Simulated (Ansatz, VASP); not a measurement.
## Ag in VASP and in Ansatz

Contents of INCAR:

```
PREC     = Accurate       # precision mode
ENCUT    = 400            # plane-wave cutoff, eV
EDIFF    = 1E-6           # SCF threshold, eV
ISMEAR   = 1              # smearing method
SIGMA    = 0.1            # smearing width, eV
LREAL    = F              # projectors in reciprocal space
LASPH    = T              # aspherical terms in the spheres
NELM     = 120            # most SCF steps
ALGO     = Normal         # electronic algorithm
ISIF     = 2              # what is computed and relaxed
LWAVE    = F              # write WAVECAR
LCHARG   = T              # write CHGCAR
LDIPOL   = T            
IDIPOL   = 3            
DIPOL    = 0.5 0.5 0.732
GGA      = PS             # functional
LELF     = T              # ELF
LVHAR    = T            
LVACPOTAV= T            
NBANDS   = 30             # bands
GGA_COMPAT= F            
NELMDL   = -8
```

The input KPOINTS:

```
regular mesh
0
Gamma
  15 15 1
```

File POSCAR:

```
Ag
1.0
    2.9261087288      0.0000000000      0.0000000000
   -1.4630543644      2.5340844934      0.0000000000
    0.0000000000      0.0000000000     36.2843813661
Ag
4
Direct
    0.0000000000      0.0000000000      0.6360159503
    0.6666666667      0.3333333333      0.7002452571
    0.3333333333      0.6666666667      0.7636219227
    1.0000000000      0.0000000000      0.8267735643
```

Input for Ansatz:

```yaml
crystal:
  lattice:
    - [2.9261087288, 0.0, 0.0]
    - [-1.4630543644, 2.5340844934, 0.0]
    - [0.0, 0.0, 36.2843813661]
  atoms:
    - { symbol: Ag, position: [0.0, 0.0, 0.6360159503] }
    - { symbol: Ag, position: [0.6666666667, 0.3333333333, 0.7002452571] }
    - { symbol: Ag, position: [0.3333333333, 0.6666666667, 0.7636219227] }
    - { symbol: Ag, position: [1.0, 0.0, 0.8267735643] }
basis:
  ecutwfc: 420
kpoints:
  mp_grid: { grid: [15, 15, 1] }
hamiltonian:
  xc: pbesol
  pseudopotentials: { kind: paw, azcp: { folder: soft_1 } }
scf:
  occupations: { method: methfessel_paxton, width: 0.1 }
  n_extra_bands: 8
  max_iter: 160
output:
  forces: true
  eigenvalues: true
  write_density: true
  write_potential: true
  elf: true
  volumetric_format: npy
efield:
  axis: 3
  dipole_correction: true
```

Alike in both runs: task single point; functional PBEsol; k mesh 15 × 15 × 1; occupations methfessel-paxton of order 1, width 0.1 eV; no spin polarisation.

|  | VASP | Ansatz |
| --- | --- | --- |
| version | VASP 6.6.1 | Ansatz 0.2.0 |
| potentials or method | VASP PAW PBE potentials, release 64 (Ag), cutoff 400 eV | scalar-relativistic, plane waves, PAW |
| valence electrons in the cell | 44 | 76 |

```csv
,VASP,Ansatz,Ansatz less VASP
gap on the k mesh at the Fermi level (eV),none,none,-
rms of the force components (eV/Å),0.073,0.071,-0.0017
```

VASP's potentials were made for PBE, not for PBEsol, and Ansatz warns of the same on its side. Atom by atom the forces differ by 0.003 eV/Å (rms over components). A gap of «none» marks a metal or a gap that the smearing closes. With one functional, cell and mesh, what is left measures potentials, basis and numerics. VASP's potentials hold 44 valence electrons a cell and Ansatz's 76, so a difference there can come from the potentials and not from the codes. Ansatz's warnings: xc potential rough in thin density.
